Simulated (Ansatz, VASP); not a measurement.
Two plane-wave programs on BiO5

```xyz
6
Lattice="-2.4769 3.1060 2.5325 2.4769 -3.1060 2.5325 2.4769 3.1060 -2.5325" Properties=species:S:1:pos:R:3 pbc="T T T"
Bi    0.0000    3.1060    0.0000
O    -0.9151    5.2421    0.9162
O     0.9151    0.9699    0.9162
O     1.5618   -2.1361    1.6163
O     3.3920    2.1361    1.6163
O     0.0000    0.0000    0.0000
```

Alike in both runs: functional PBE; k mesh 5 × 5 × 5; occupations gaussian, width 0.2 eV; no spin polarisation.

Ansatz relaxed the structure, and its values are those at the end. VASP's run is a single point on that final structure, the one shown.

```csv
,VASP,Ansatz
version,VASP 6.6.1,Ansatz 0.2.0
potentials or method,"VASP PAW PBE potentials, release 64 (Bi_d, O), cutoff 600 eV","scalar-relativistic, plane waves, PAW"
valence electrons in the cell,45,45
```

|  | VASP | Ansatz | Ansatz less VASP |
| --- | --- | --- | --- |
| gap on the k mesh at the Fermi level (eV) | none | none | - |
| pressure (GPa) | 0.1 | 0.1 | +0.08 |
| rms of the force components (eV/Å) | 0.018 | 0.026 | +0.0087 |

A gap of «none» marks a metal or a gap that the smearing closes. With one functional, cell and mesh, what is left measures potentials, basis and numerics.

Spin-orbit coupling is off throughout.
